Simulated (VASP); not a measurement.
## BN: single point with PBEsol

BN:

```
B N
1.0
     4.49720    0.00000    0.00000
     0.00000    4.49720    0.00000
     0.00000    0.00000    2.61420
B N
4 4
Direct
  0.17413 0.82587 0.50000
  0.32587 0.32587 0.00000
  0.67413 0.67413 0.00000
  0.82587 0.17413 0.50000
  0.81239 0.81239 0.50000
  0.31239 0.68761 0.00000
  0.68761 0.31239 0.00000
  0.18761 0.18761 0.50000
```

```json
{"Program": "VASP 6.6.1", "Task": "single point", "Functional": "PBEsol", "Potentials or basis": "VASP PAW PBE potentials, release 64 (B, N)", "Cutoff": "520 eV", "k mesh": "6 × 6 × 10", "Occupations": "gaussian, width 0.05 eV", "Spin": "no spin polarisation"}
```

```json
{
 "Pressure": "-23.3 GPa",
 "Largest force": "0.097 eV/Å",
 "Band gap on the k mesh": "4.63 eV (least direct gap 5.66 eV)"
}
```

Forces on the atoms (eV/Å):
```
B    0.024 -0.024  0.000
B   -0.024 -0.024  0.000
B    0.024  0.024  0.000
B   -0.024  0.024  0.000
N    0.068  0.068  0.000
N    0.068 -0.068  0.000
N   -0.068  0.068  0.000
N   -0.068 -0.068  0.000
```

Stress tensor (GPa, compression positive):
```
-20.57   0.00   0.00
  0.00 -20.57   0.00
  0.00   0.00 -28.75
```

Levels at points of the mesh, in eV from the valence-band top:
| k point | band 12 | band 13 | band 14 | band 15 | band 16 | band 17 | band 18 | band 19 | band 20 | band 21 |
| --- | --- | --- | --- | --- | --- | --- | --- | --- | --- | --- |
| (0.00, 0.00, 0.00) | -2.25 | -0.45 | -0.24 | 0.00 | 0.00 | 6.46 | 7.15 | 8.17 | 8.17 | 8.21 |
| (0.50, 0.00, 0.00) | -3.26 | -1.41 | -1.41 | -1.22 | -1.22 | 7.42 | 7.42 | 8.03 | 8.03 | 8.50 |
| (0.50, 0.50, 0.00) | -3.00 | -2.48 | -2.48 | -2.41 | -2.41 | 7.14 | 7.14 | 7.69 | 7.69 | 8.42 |
| (0.00, 0.00, 0.50) | -4.69 | -3.97 | -3.97 | -3.21 | -3.21 | 6.27 | 6.27 | 9.82 | 9.82 | 10.98 |
| (0.50, 0.00, 0.50) | -4.38 | -3.40 | -3.40 | -2.06 | -2.06 | 6.50 | 6.50 | 8.48 | 8.48 | 8.79 |
| (0.50, 0.50, 0.50) | -3.34 | -2.83 | -2.83 | -2.34 | -2.34 | 5.92 | 5.92 | 6.56 | 6.56 | 8.12 |

It took 52 s on 1 thread of AMD EPYC 7R13 Processor (Zen 3), on a shared host, peak memory 0.17 GiB.

Caveat: the cell stands under tension; the PAW data sets were made with another functional, which shifts forces and pressure a little. A k mesh can miss the band edges.
